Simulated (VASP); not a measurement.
Input of a VASP 6.6.1 run:

INCAR

```
  PREC = Accurate
  ENCUT = 400
  EDIFF = 1E-6
  ISMEAR = 0
  SIGMA = 0.05
  LREAL = F
  LASPH = T
  NELM = 120
  ALGO = Normal
  ISIF = 2
  LWAVE = F
  LCHARG = F
  GGA = PS
  IVDW = 12
  NBANDS = 50
  GGA_COMPAT = F
```

KPOINTS

```
Automatic mesh
0
Gamma
  9 9 2
```

The input POSCAR:

```
Te6Mo3H
1.0
    3.4334348991      0.0000000000      0.0000000000
   -1.7167174496      2.9734418449      0.0000000000
    0.0000000000      0.0000000000     20.7704276327
Te Mo H
6 3 1
Direct
    0.0000000000      0.0000000000      0.9125759158
    0.3333333333      0.6666666667      0.5917813750
    0.3333333333      0.6666666667      0.2333059430
    0.3333333333      0.6666666667      0.7666940570
    0.3333333333      0.6666666667      0.4082186250
    0.0000000000      0.0000000000      0.0874240842
    0.0000000000      0.0000000000      0.6791506171
    0.0000000000      0.0000000000      0.3208493829
    0.3333333333      0.6666666667      0.0000000000
   -0.3023098515     -0.4011549258      0.7523436355
```

Potentials or basis: VASP PAW PBE potentials, release 64 (Te, Mo_sv, H).

Command:

```bash
$ cat potpaw_PBE.64/Te/POTCAR potpaw_PBE.64/Mo_sv/POTCAR potpaw_PBE.64/H/POTCAR > POTCAR
$ mpirun -np 1 vasp_std > vasp.out
```

Question: Predict the pressure.

Answer: 5.5 GPa.

Question: What does it give for the dispersion energy per atom?

Answer: -0.504 eV.

Stress tensor (GPa, compression positive):
```
11.96 -0.84 -1.86
-0.84  1.28 -0.06
-1.86 -0.06  3.34
```

Caveat: the PAW data sets were made with another functional, which shifts forces and pressure a little; an odd number of electrons without spin polarisation forces a metal; a magnetic or distorted state may lie lower.
